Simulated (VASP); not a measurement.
Crystal: Mg2Te3O.

```
CELL_PARAMETERS angstrom
3.11708 -4.98122 0.00000
3.11708 4.98122 0.00000
0.00000 0.00000 5.06980
ATOMIC_POSITIONS crystal
Mg 0.75494 0.75494 0.50000
Mg 0.24506 0.24506 0.50000
Te 0.76340 0.23660 0.50000
Te 0.23660 0.76340 0.50000
Te 0.00000 0.00000 0.00000
O 0.00000 0.00000 0.50000
```

The cell was generated, and may not be a known phase.

| Item | Value |
| --- | --- |
| Program | VASP 6.6.1 |
| Task | relaxation of cell and atoms |
| Functional | PBE |
| Potentials or basis | VASP PAW PBE potentials, release 64 (Mg, Te, O) |
| Cutoff | 600 eV |
| k mesh | 4 × 4 × 4 |
| Occupations | gaussian, width 0.1 eV |
| Spin | no spin polarisation |

At the start: pressure 22.1 GPa; volume 26.24 Å³/atom.

**Question.** Where does the relaxation end?

**Answer.** Over 22 steps the energy falls by 923.5 meV/atom and the volume is 30.18 Å³/atom (+15.0 %); space group Cmmm (No. 65, to 0.1 Å) before and after.

Step by step:
```
step  energy change (eV)  largest force (eV/Å)  pressure (GPa)  volume (Å³)
   1              0.0000               14.2613           22.07       157.44
   2             -0.8286                3.2665           -5.40       250.87
   3             -2.0248                2.7782           -5.43       233.25
   4             -2.9134                2.4958           -5.11       219.78
   5             -4.5748                1.2962           -1.47       187.28
   6             -4.5117                2.1868            3.67       172.03
   7             -4.6740                1.5793            0.02       181.42
   8             -4.6810                1.6942            0.67       179.40
   9             -5.0399                1.2592           -0.59       182.93
  10             -5.3184                0.8707           -1.35       187.23
  11             -5.3846                0.3196           -1.38       195.24
  12             -5.4277                0.4812           -1.55       192.14
  13             -5.5020                0.4067            0.56       182.55
  14             -5.5030                0.3524            0.36       183.47
  15             -5.5292                0.3245            0.07       181.41
  16             -5.5337                0.1496            0.11       182.02
  17             -5.5384                0.0570           -0.07       182.54
  18             -5.5389                0.0719           -0.15       182.77
  19             -5.5397                0.0739            0.05       181.90
  20             -5.5397                0.0740            0.06       181.89
  21             -5.5405                0.0426            0.08       181.62
  22             -5.5413                0.0162            0.13       181.10
```

Final structure:
```yaml
crystal:
  lattice:
    - [3.32412, -5.62515, 0.00000]
    - [3.32412, 5.62515, 0.00000]
    - [0.00000, 0.00000, 4.84257]
  atoms:
    - { symbol: Mg, position: [0.71671, 0.71671, 0.50000] }
    - { symbol: Mg, position: [0.28329, 0.28329, 0.50000] }
    - { symbol: Te, position: [0.72219, 0.27781, 0.50000] }
    - { symbol: Te, position: [0.27781, 0.72219, 0.50000] }
    - { symbol: Te, position: [0.00000, 0.00000, 0.00000] }
    - { symbol: O, position: [0.00000, 0.00000, 0.50000] }
```

Caveat: the volume moved by over 15 % at a fixed basis, so the end points are rough.
